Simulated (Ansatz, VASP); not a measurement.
**One calculation of BN, two programs**

```
CELL_PARAMETERS angstrom
3.66930 0.00000 0.00000
2.81611 2.35229 0.00000
2.81611 1.02142 2.11896
ATOMIC_POSITIONS crystal
B 0.99967 0.99967 0.99967
N 0.33276 0.33276 0.33276
```

Alike in both runs: task single point; functional LDA; k mesh 5 × 5 × 5; no spin polarisation.

```csv
,VASP,Ansatz
version,VASP 6.6.1,Ansatz 0.2.0
potentials or method,"VASP PAW LDA potentials, release 64 (B, N), cutoff 600 eV","plane waves, PAW"
occupations,"gaussian, width 0.01 eV",fixed
valence electrons in the cell,8,8
```

```tsv
	VASP	Ansatz	Ansatz less VASP
gap on the k mesh at the Fermi level (eV)	4.57	4.58	+0.012
```

LDA's correlation is that of Perdew and Zunger in VASP and of Perdew and Wang (1992) in Ansatz.

The k mesh is coarse, so the values compare programs but aren't converged.
